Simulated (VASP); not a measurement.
The system is Sb2PtAu2.

```
CELL_PARAMETERS angstrom
4.44131 0.00000 0.00000
-2.22066 3.84629 0.00000
0.00000 0.00000 7.36150
ATOMIC_POSITIONS crystal
Sb 0.66667 0.33333 0.38357
Sb 0.33333 0.66667 0.61643
Pt 0.00000 0.00000 0.00000
Au 0.66667 0.33333 0.77690
Au 0.33333 0.66667 0.22310
```

| Quantity | Value |
| --- | --- |
| Program | VASP 6.6.1 |
| Task | relaxation of cell and atoms |
| Functional | PBEsol |
| Potentials or basis | VASP PAW PBE potentials, release 64 (Sb, Pt, Au) |
| Cutoff | 600 eV |
| k mesh | 6 × 6 × 4 |
| Occupations | fermi-dirac, width 0.03 eV |
| Spin | no spin polarisation |

At the start: pressure -8.8 GPa; volume 25.15 Å³/atom.

Question: Where does the relaxation end?

Answer: Over 48 steps the energy falls by 452.5 meV/atom and the volume is 21.59 Å³/atom (-14.2 %); space group P-3m1 (No. 164, to 0.1 Å) before and after.

The path:
```
step  energy change (eV)  largest force (eV/Å)  pressure (GPa)  volume (Å³)
   1              0.0000                1.5156           -8.80       125.75
   3             -0.8010                2.0453            3.70       106.62
   5             -1.6471                0.3502           12.39       100.16
   7             -2.0663                0.4438           -1.19       111.55
   9             -2.0817                0.3800           -0.52       111.03
  11             -2.1348                0.3540            2.55       110.23
  13             -2.1506                0.2803            1.04       111.15
  15             -2.1597                0.2725           -0.31       112.65
  17             -2.1698                0.2328           -0.07       112.21
  19             -2.2012                0.2394            0.93       110.20
  21             -2.2204                0.4457            2.55       107.38
  23             -2.2306                0.4122            1.89       107.47
  25             -2.2328                0.3777            1.41       107.54
  27             -2.2418                0.3118            0.62       108.27
  29             -2.2475                0.1977           -0.57       109.47
  31             -2.2536                0.1601           -0.35       109.11
  33             -2.2544                0.1257            0.68       107.51
  35             -2.2605                0.0465           -0.20       108.48
  37             -2.2611                0.0443           -0.23       108.38
  39             -2.2618                0.0406            0.02       107.96
  41             -2.2620                0.0218            0.16       107.86
  43             -2.2621                0.0131           -0.12       108.10
  45             -2.2622                0.0067           -0.02       108.01
  47             -2.2623                0.0088           -0.10       108.02
  48             -2.2624                0.0091           -0.01       107.94
```

Final structure:
```cif
data_structure
_symmetry_space_group_name_H-M 'P 1'
_symmetry_Int_Tables_number 1
_cell_length_a 4.5156
_cell_length_b 4.5156
_cell_length_c 6.1128
_cell_angle_alpha 90.000
_cell_angle_beta 90.000
_cell_angle_gamma 120.000
_cell_volume 107.94
loop_
_atom_site_label
_atom_site_type_symbol
_atom_site_fract_x
_atom_site_fract_y
_atom_site_fract_z
_atom_site_occupancy
Sb1 Sb 0.66667 0.33333 0.29881 1
Sb2 Sb 0.33333 0.66667 0.70119 1
Pt1 Pt 0.00000 0.00000 0.00000 1
Au1 Au 0.66667 0.33333 0.81412 1
Au2 Au 0.33333 0.66667 0.18588 1
```

Caveat: a cell axis changed by over 15 % at a fixed basis, so the end point is rough; the PAW data sets were made with another functional, which shifts forces and pressure a little.
